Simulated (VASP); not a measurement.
Wanted: the native input for a VASP 6.6.1 run.

```
Task                   : single point
Functional             : r2SCAN
Potentials or basis    : VASP PAW PBE potentials, release 64 (Ir_sv_GW)
Cutoff                 : 550 eV
k mesh                 : 14 × 14 × 14
Occupations            : gaussian, width 0.3 eV
Spin                   : no spin polarisation
Dipole correction      : no
Second run             : valence_matched
Further INCAR settings : ALGO = Normal; EDIFF = 1e-06; NBANDS = 14
```

Crystal: Ir.

```
CELL_PARAMETERS angstrom
0.00000 1.92285 1.92285
1.92285 0.00000 1.92285
1.92285 1.92285 0.00000
ATOMIC_POSITIONS crystal
Ir 0.00000 0.00000 0.00000
```

One way to write it, as run:

POSCAR

```
Ir
1.0
    0.0000000000      1.9228496764      1.9228496764
    1.9228496764      0.0000000000      1.9228496764
    1.9228496764      1.9228496764      0.0000000000
Ir
1
Direct
    0.0000000000      0.0000000000      0.0000000000
```

INCAR.step1

```
SYSTEM = Ir
PREC = Accurate ; ENCUT = 550
ISMEAR = 0 ; SIGMA = 0.3
LREAL = .FALSE. ; LASPH = .TRUE.
NELM = 120 ; NBANDS = 14
GGA = PE ; ALGO = Normal
EDIFF = 1E-5 ; LWAVE = .TRUE.
LCHARG = .FALSE. ; GGA_COMPAT = .FALSE.
```

INCAR.step2

```
SYSTEM = Ir
PREC = Accurate ; ENCUT = 550
EDIFF = 1E-6 ; ISMEAR = 0
SIGMA = 0.3 ; LREAL = .FALSE.
LASPH = .TRUE. ; NELM = 120
ALGO = Normal ; ISIF = 2
LWAVE = .FALSE. ; LCHARG = .TRUE.
METAGGA = R2SCAN ; LMIXTAU = .TRUE.
LELF = .TRUE. ; LVHAR = .TRUE.
NBANDS = 14 ; ISTART = 1
GGA_COMPAT = .FALSE.
```

KPOINTS

```
Automatic mesh
0
G
  14 14 14
  0 0 0
```

Potentials or basis: VASP PAW PBE potentials, release 64 (Ir_sv_GW).

Command:

```bash
$ cat potpaw_PBE.64/Ir_sv_GW/POTCAR > POTCAR
$ cp INCAR.step1 INCAR
$ mpirun -np 1 vasp_std > vasp.out
$ cp INCAR.step2 INCAR
$ mpirun -np 1 vasp_std > vasp.out
```

Results of the run:

```json
{
 "Pressure": "-2.1 GPa"
}
```

Caveat: the PAW data sets were made with another functional, which shifts forces and pressure a little.

Run time: 50 s on 1 thread of Intel(R) Xeon(R) Platinum 8488C (Sapphire Rapids), with other jobs on the host, peak memory 0.16 GiB.
